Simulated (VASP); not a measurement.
# TiH (Fm-3m) in VASP: a series of runs

TiH is run at these levels: PBEsol; tasks: single point.

Program: VASP 6.6.1. These are calculated values, not measurements. Logs are shortened: lines on timing, memory, paths and dates and some standing lists are left out, and cuts for length are marked.

### 1 The cell of the first run

Symmetry: Fm-3m, No. 225, cubic system. The conventional cell has a = 4.179 Å, b = 4.179 Å, c = 4.179 Å, α = 90.00°, β = 90.00°, γ = 90.00°. Ti (site symmetry m-3m) has 6 H at 2.09 Å within 2.8 Å. H (site symmetry m-3m) has 6 Ti at 2.09 Å within 2.8 Å.

### 2 Single point, PBEsol

Contents of INCAR:

```
PREC     = Accurate       # precision mode
ENCUT    = 520            # plane-wave cutoff, eV
EDIFF    = 1E-6           # SCF threshold, eV
ISMEAR   = -1             # smearing method
SIGMA    = 0.05           # smearing width, eV
LREAL    = False          # projectors in reciprocal space
LASPH    = True           # aspherical terms in the spheres
NELM     = 100            # most SCF steps
ALGO     = Normal         # electronic algorithm
ISIF     = 2              # what is computed and relaxed
LWAVE    = False          # write WAVECAR
LCHARG   = False          # write CHGCAR
GGA      = PS             # functional
NBANDS   = 14             # bands
```

Contents of KPOINTS:

```
regular mesh
0
Gamma
  12 12 12
```

Contents of POSCAR:

```
TiH
1.0
    0.0000000000      2.0896970000      2.0896970000
    2.0896970000      0.0000000000      2.0896970000
    2.0896970000      2.0896970000      0.0000000000
Ti H
1 1
Direct
    0.0000000000      0.0000000000      0.0000000000
    0.5000000000      0.5000000000      0.5000000000
```

Potentials or basis: VASP PAW PBE potentials, release 64 (Ti_sv, H).

Started as:

```bash
> cat potpaw_PBE.64/Ti_sv/POTCAR potpaw_PBE.64/H/POTCAR > POTCAR
> mpirun -np 1 vasp_std > vasp.out
```

OUTCAR:

```text
PREC = Accurate
   ENCUT = 520
   EDIFF = 1E-6
   ISMEAR = -1
   LREAL = False
   LASPH = True
   NELM = 100
   ISIF = 2
   GGA = PS

 ion  position               nearest neighbor table
   1  0.000  0.000  0.000-
   2  0.500  0.500  0.500-

  LATTYP: Found a face centered cubic cell.
 ALAT       =     4.1793940000

  Lattice vectors:

 A1 = (   0.0000000000,   2.0896970000,   2.0896970000)
 A2 = (   2.0896970000,   0.0000000000,   2.0896970000)
 A3 = (   2.0896970000,   2.0896970000,   0.0000000000)

Analysis of symmetry for initial positions (statically):
=====================================================================
 Subroutine PRICEL returns:
 Original cell was already a primitive cell.

 Routine SETGRP: Setting up the symmetry group for a
 face centered cubic supercell.

 Subroutine GETGRP returns: Found 48 space group operations
 (whereof 48 operations were pure point group operations)
 out of a pool of 48 trial point group operations.

The static configuration has the point symmetry O_h .

Analysis of symmetry for dynamics (positions and initial velocities):
=====================================================================
 Subroutine PRICEL returns:
 Original cell was already a primitive cell.

 Routine SETGRP: Setting up the symmetry group for a
 face centered cubic supercell.

 Subroutine GETGRP returns: Found 48 space group operations
 (whereof 48 operations were pure point group operations)
 out of a pool of 48 trial point group operations.

The dynamic configuration has the point symmetry O_h .

 Subroutine INISYM returns: Found 48 space group operations
 (whereof 48 operations are pure point group operations),
 and found     1 'primitive' translations

----------------------------------------------------------------------------------------

                                     Primitive cell

  volume of cell :      18.2507

  direct lattice vectors                    reciprocal lattice vectors
     0.000000000  2.089697000  2.089697000    -0.239269138  0.239269138  0.239269138
     2.089697000  0.000000000  2.089697000     0.239269138 -0.239269138  0.239269138
     2.089697000  2.089697000  0.000000000     0.239269138  0.239269138 -0.239269138

  length of vectors
     2.955277839  2.955277839  2.955277839     0.414426304  0.414426304  0.414426304

  position of ions in fractional coordinates (direct lattice)
     0.000000000  0.000000000  0.000000000
     0.500000000  0.500000000  0.500000000

  ion indices of the primitive-cell ions
   primitive index   ion index
                 1           1
                 2           2

----------------------------------------------------------------------------------------

 KPOINTS: regular mesh

Automatic generation of k-mesh.
 Grid dimensions read from file:
 generate k-points for:   12   12   12

 Generating k-lattice:

  Cartesian coordinates                     Fractional coordinates (reciprocal lattice)
    -0.019939095  0.019939095  0.019939095     0.083333333  0.000000000  0.000000000
     0.019939095 -0.019939095  0.019939095     0.000000000  0.083333333  0.000000000
     0.019939095  0.019939095 -0.019939095     0.000000000  0.000000000  0.083333333

  Length of vectors
     0.034535525  0.034535525  0.034535525

  Shift w.r.t. Gamma in fractional coordinates (k-lattice)
     0.000000000  0.000000000  0.000000000

 Subroutine IBZKPT returns following result:
 ===========================================

 Found     72 irreducible k-points:

 Following reciprocal coordinates:
            Coordinates               Weight
  0.000000  0.000000  0.000000      1.000000
  0.083333  0.000000  0.000000      8.000000
  0.166667  0.000000  0.000000      8.000000
  0.250000  0.000000  0.000000      8.000000
  0.333333  0.000000  0.000000      8.000000
  0.416667  0.000000  0.000000      8.000000
[... 16 lines left out ...]
  0.500000  0.166667  0.000000     24.000000
 -0.416667  0.166667  0.000000     24.000000
 [... further k-points ...]
   k-points           NKPTS =     72   k-points in BZ     NKDIM =     72   number of bands    NBANDS=     14
   number of dos      NEDOS =    301   number of ions     NIONS =      2
   total plane-waves  NPLWV =  13824
   dimension x,y,z NGX =    24 NGY =   24 NGZ =   24
   dimension x,y,z NGXF=    48 NGYF=   48 NGZF=   48
   ions per type =               1   1
   NGX,Y,Z   is equivalent  to a cutoff of  13.50, 13.50, 13.50 a.u.
   NGXF,Y,Z  is equivalent  to a cutoff of  27.00, 27.00, 27.00 a.u.
 SYSTEM =  unknown system
   PREC   = accura    normal or accurate (medium, high low for compatibility)
   ISTART =      0    job   : 0-new  1-cont  2-samecut
   ICHARG =      2    charge: 1-file 2-atom 10-const
   ISPIN  =      1    spin polarized calculation?
   LNONCOLLINEAR =      F non collinear calculations
   LSORBIT =      F    spin-orbit coupling
   LASPH  =      T    aspherical Exc in radial PAW
   ENCUT  =  520.0 eV  38.22 Ry    6.18 a.u.   5.49  5.49  5.49*2*pi/ulx,y,z
   NELM   =    100;   NELMIN=  2; NELMDL= -5     # of ELM steps
   EDIFF  = 0.1E-05   stopping-criterion for ELM
   LREAL  =      F    real-space projection
   EDIFFG = 0.1E-04   stopping-criterion for IOM
   NSW    =      0    number of steps for IOM
   IBRION =     -1    ionic relax: 0-MD 1-quasi-New 2-CG
   NFREE  =      0    steps in history (QN), initial steepest desc. (CG)
   ISIF   =      2    stress and relaxation
   ISYM   =      2    0-nonsym 1-usesym 2-fastsym
   POTIM  = 0.5000    time-step for ionic-motion
   TEBEG  =    0.0;   TEEND  =   0.0 temperature during run
   PSTRESS=    0.0 pullay stress
   NELECT =      13.0000    total number of electrons
   NUPDOWN=      -1.0000    fix difference up-down
   EMIN   =  10.00;   EMAX   =-10.00  energy-range for DOS
   EFERMI =   0.00;   METHOD = LEGACY
   ISMEAR =    -1;   SIGMA  =   0.05  broadening in eV -4-tet -1-fermi 0-gaus
   EFERMI_NEDOS =   21; number of points for ismear=-14 and -15
   IALGO  =     38    algorithm
   IMIX   =      4    mixing-type and parameters
     AMIX     =   0.40;   BMIX     =  1.00
     AMIX_MAG =   1.60;   BMIX_MAG =  1.00
  volume/ion in A,a.u.               =       9.13        61.58
  Fermi-wavevector in a.u.,A,eV,Ry     =   1.462051  2.762876 29.083735  2.137594
  Thomas-Fermi vector in A             =   2.578310
   LORBIT       =      0    0 simple, 1 ext, 2 COOP (PROOUT), +10 PAW based schemes
   GGA     = PS    functional components
   LHFCALC =     F    Hartree Fock is set to
   AEXX    =    0.0000 exact exchange contribution
   IVDW    =     0    specifies the selected vdW correction
   LEPSILON=     F    determine dielectric tensor
   LRPA    =     F    only Hartree local field effects (RPA)
 non-spin polarized calculation
  energy-cutoff  :      520.00
  volume of cell :       18.25
 maximum number of plane-waves:       531
 NGX is ok and might be reduce to    24
   NGX = 11   NGY = 11   NGZ = 11

 number of electron      12.9999996 magnetization

 Free energy of the ion-electron system (eV)
  ---------------------------------------------------
  ext. energy  EPLUGINS =         0.00000000
  ---------------------------------------------------
  free energy    TOTEN  =       -12.42816163 eV

  energy without entropy =      -12.41236045  energy(sigma->0) =      -12.42026104

 E-fermi :   8.6663     XC(G=0): -12.0566

 val. band max:        8.6555183872   @ k =  -0.4167   0.1667   0.0000
 cond. band min:       8.6815960881   @ k =   0.5000   0.1667   0.0000
 fundamental gap:      0.0260777008
 Fermi energy:         8.6662513271

 k-point     1 :       0.0000    0.0000    0.0000
  band No.  band energies     occupation
      1     -47.8244      2.00000
      2     -23.8575      2.00000
      3     -23.8575      2.00000
      4     -23.8575      2.00000
      5      -0.8153      2.00000
      6       9.3452      0.00000
      7       9.3452      0.00000
      8       9.3452      0.00000
      9      10.8273      0.00000
     10      10.8273      0.00000
     11      19.3325      0.00000
     12      23.2300      0.00000
     13      24.9034      0.00000
     14      24.9034      0.00000

 k-point     2 :       0.0833    0.0000    0.0000
  band No.  band energies     occupation
      1     -47.8171      2.00000
      2     -23.9015      2.00000
      3     -23.8627      2.00000
      4     -23.8627      2.00000
      5      -0.6207      2.00000
      6       9.1937      0.00005
      7       9.4193      0.00000
      8       9.4193      0.00000
      9      10.7596      0.00000
     10      10.7596      0.00000
     11      18.5425      0.00000
     12      23.3691      0.00000
     13      25.1161      0.00000
     14      25.1161      0.00000

 k-point     3 :       0.1667    0.0000    0.0000
  band No.  band energies     occupation
      1     -47.7974      2.00000
      2     -24.0207      2.00000
      3     -23.8767      2.00000
      4     -23.8767      2.00000
      5      -0.0595      2.00000
      6       8.7594      0.26880
      7       9.5419      0.00000
      8       9.5419      0.00000
      9      10.6840      0.00000
     10      10.6840      0.00000
     11      17.1239      0.00000
     12      23.2458      0.00000
     13      25.6577      0.00000
     14      25.6577      0.00000

 k-point     4 :       0.2500    0.0000    0.0000
  band No.  band energies     occupation
      1     -47.7702      2.00000
      2     -24.1805      2.00000
      3     -23.8958      2.00000
      4     -23.8958      2.00000
      5       0.8049      2.00000
      6       8.0743      1.99999
      7       9.4628      0.00000
      8       9.4628      0.00000
      9      10.8975      0.00000
     10      10.8975      0.00000
     11      15.9824      0.00000
     12      22.0798      0.00000
     13      26.2834      0.00000
     14      26.2834      0.00000

 k-point     5 :       0.3333    0.0000    0.0000
  band No.  band energies     occupation
      1     -47.7429      2.00000
      2     -24.3372      2.00000
      3     -23.9148      2.00000
      4     -23.9148      2.00000
      5       1.8727      2.00000
      6       7.1724      2.00000
      7       9.2226      0.00003
      8       9.2226      0.00003
      9      11.3580      0.00000
     10      11.3580      0.00000
     11      15.4452      0.00000
[... 276 lines left out ...]
 k-point    22 :       0.4167    0.1667    0.0000
  band No.  band energies     occupation
      1     -47.7209      2.00000
      2     -24.3551      2.00000
      3     -23.9931      2.00000
      4     -23.9694      2.00000
      5       2.3211      2.00000
      6       7.0340      2.00000
      7       8.6471      1.18898
      8       9.7092      0.00000
      9      11.4914      0.00000
     10      11.9185      0.00000
     11      15.7144      0.00000
     12      19.5094      0.00000
     13      22.9589      0.00000
     14      25.0735      0.00000

 k-point    23 :       0.5000    0.1667    0.0000
  band No.  band energies     occupation
      1     -47.7068      2.00000
      2     -24.4217      2.00000
      3     -24.0250      2.00000
      4     -23.9688      2.00000
      5       3.0656      2.00000
      6       6.3748      2.00000
      7       8.6816      0.84775
      8       9.5110      0.00000
      9      12.0076      0.00000
     10      12.0270      0.00000
     11      15.6033      0.00000
     12      18.3796      0.00000
     13      23.3756      0.00000
     14      24.0465      0.00000

 k-point    24 :      -0.4167    0.1667    0.0000
  band No.  band energies     occupation
      1     -47.7050      2.00000
      2     -24.4278      2.00000
      3     -24.0453      2.00000
      4     -23.9559      2.00000
      5       3.2784      2.00000
      6       6.2194      2.00000
      7       8.6555      1.10692
      8       9.4164      0.00000
      9      11.7469      0.00000
     10      12.3405      0.00000
     11      15.6861      0.00000
     12      18.1656      0.00000
     13      23.2562      0.00000
     14      24.3012      0.00000

 [... further k-points ...]
[... 5 lines left out ...]
  --------------------------------------------------------------------------------------
  -------------------------------------------------------------------------------------
  Total       -0.4267648     -0.4267648     -0.4267648      0.0000000      0.0000000      0.0000000
  in kB      -37.4644412    -37.4644412    -37.4644412      0.0000000      0.0000000      0.0000000
  external PRESSURE =     -37.4644412 kB  Pullay stress =       0.0000000 kB

 VOLUME and BASIS-vectors are now :
 -----------------------------------------------------------------------------
  energy-cutoff  :      520.00
  volume of cell :       18.25
      direct lattice vectors                 reciprocal lattice vectors
     0.000000000  2.089697000  2.089697000    -0.239269138  0.239269138  0.239269138
     2.089697000  0.000000000  2.089697000     0.239269138 -0.239269138  0.239269138
     2.089697000  2.089697000  0.000000000     0.239269138  0.239269138 -0.239269138

 POSITION                                       TOTAL-FORCE (eV/Angst)
 -----------------------------------------------------------------------------------
      0.00000      0.00000      0.00000        -0.000000      0.000000      0.000000
      2.08970      2.08970      2.08970         0.000000      0.000000     -0.000000
 -----------------------------------------------------------------------------------
    total drift:                                0.000000     -0.000000     -0.000000

  FREE ENERGIE OF THE ION-ELECTRON SYSTEM (eV)
  ---------------------------------------------------
  free  energy   TOTEN  =       -12.4281616256 eV

  energy  without entropy=      -12.4123604500  energy(sigma->0) =      -12.42026104
```

Wall time 24 s (1 thread of AMD EPYC 7R13, shared host); peak memory 0.12 GiB.

Results:

```
Free energy : -12.4282 eV
Pressure    : -3.7 GPa
```

Caveat: the PAW data sets were made with another functional, which shifts forces and pressure a little.

### 3 Single point, PBEsol

This run uses another cell than the first one, of 9.40 Å³/atom, 1.030 times its volume.

Contents of INCAR:

```
SYSTEM = TiH
PREC = Accurate
ENCUT = 520
EDIFF = 1E-6
ISMEAR = -1
SIGMA = 0.05
LREAL = .FALSE.
LASPH = .TRUE.
NELM = 80
ALGO = Normal
ISIF = 2
LWAVE = .FALSE.
LCHARG = .FALSE.
GGA = PS
NBANDS = 14
```

Contents of KPOINTS:

```
regular mesh
0
G
  12 12 12
  0 0 0
```

Contents of POSCAR:

```
TiH
1.0
    0.0000000000      2.1103884150      2.1103884150
    2.1103884150      0.0000000000      2.1103884150
    2.1103884150      2.1103884150      0.0000000000
Ti H
1 1
Direct
    0.0000000000      0.0000000000      0.0000000000
    0.5000000000      0.5000000000      0.5000000000
```

Potentials or basis: VASP PAW PBE potentials, release 64 (Ti_sv, H).

Started as:

```bash
> cat potpaw_PBE.64/Ti_sv/POTCAR potpaw_PBE.64/H/POTCAR > POTCAR
> mpirun -np 1 vasp_std > vasp.out
```

Wall time 27 s (1 thread of AMD EPYC 7R13, shared host); peak memory 0.12 GiB.

Results (log left out):

| Quantity | Value |
| --- | --- |
| Free energy | -12.4094 eV |
| Pressure | -7.6 GPa |

Levels at points of the mesh, in eV from the Fermi level:
| k point | band 2 | band 3 | band 4 | band 5 | band 6 | band 7 | band 8 | band 9 | band 10 | band 11 |
| --- | --- | --- | --- | --- | --- | --- | --- | --- | --- | --- |
| (0.00, 0.00, 0.00) | -32.60 | -32.60 | -32.60 | -9.34 | 0.67 | 0.67 | 0.67 | 2.09 | 2.09 | 10.38 |
| (0.50, 0.00, 0.00) | -33.17 | -32.67 | -32.67 | -4.98 | -3.06 | 0.28 | 0.28 | 3.17 | 3.17 | 6.88 |
| (0.50, 0.50, 0.00) | -33.12 | -32.80 | -32.80 | -6.62 | -1.77 | 1.50 | 3.10 | 3.51 | 3.51 | 6.45 |

Caveat: the PAW data sets were made with another functional, which shifts forces and pressure a little.

### 4 Single point, PBEsol

This run uses another cell than the first one, of 9.67 Å³/atom, 1.060 times its volume.

Contents of INCAR:

```
PREC = Accurate
ENCUT = 520
EDIFF = 1E-7
ISMEAR = -1
SIGMA = 0.05
LREAL = F
LASPH = T
NELM = 100
ALGO = Normal
ISIF = 2
LWAVE = F
LCHARG = F
GGA = PS
NBANDS = 14
```

Contents of KPOINTS:

```
regular mesh
0
Gamma
  12 12 12
```

Contents of POSCAR:

```
TiH
1.0
    0.0000000000      2.1306818562      2.1306818562
    2.1306818562      0.0000000000      2.1306818562
    2.1306818562      2.1306818562      0.0000000000
Ti H
1 1
Direct
    0.0000000000      0.0000000000      0.0000000000
    0.5000000000      0.5000000000      0.5000000000
```

Started as:

```bash
> cat potpaw_PBE.64/Ti_sv/POTCAR potpaw_PBE.64/H/POTCAR > POTCAR
> mpirun -np 1 vasp_std > vasp.out
```

It took 30 s on 1 thread of AMD EPYC 7R13, shared host; peak memory 0.12 GiB.

Results (log left out):

| Item | Value |
| --- | --- |
| Free energy | -12.3785 eV |
| Pressure | -10.8 GPa |

Levels at points of the mesh, in eV from the Fermi level:
```
           k point  band 3  band 4  band 5  band 6  band 7  band 8  band 9  band 10
(0.00, 0.00, 0.00)  -32.67  -32.67   -9.21    0.65    0.65    0.65    2.02     2.02
(0.50, 0.00, 0.00)  -32.74  -32.74   -4.94   -2.98    0.28    0.28    3.06     3.06
(0.50, 0.50, 0.00)  -32.85  -32.85   -6.47   -1.70    1.41    2.99    3.39     3.39
```

Caveat: the PAW data sets were made with another functional, which shifts forces and pressure a little.

### 5 Summary

| cell | gap on the mesh (eV) | pressure (GPa) |
| --- | --- | --- |
| a = 2.955 Å, angles 60.0°, 2 atoms | none | -3.7 |
| a = 2.985 Å, angles 60.0°, 2 atoms | none | -7.6 |
| a = 3.013 Å, angles 60.0°, 2 atoms | none | -10.8 |

Alike in all rows: task single point; level PBEsol; potentials or basis VASP PAW PBE potentials, release 64 (Ti_sv, H); no spin polarisation; k mesh 12 × 12 × 12; cutoff (eV) 520; smearing fermi-dirac 0.05 eV.

Caveats: the PAW data sets were made with another functional, which shifts forces and pressure a little.

Total energies depend on the potentials used, so only differences within one code and one set of settings carry meaning.
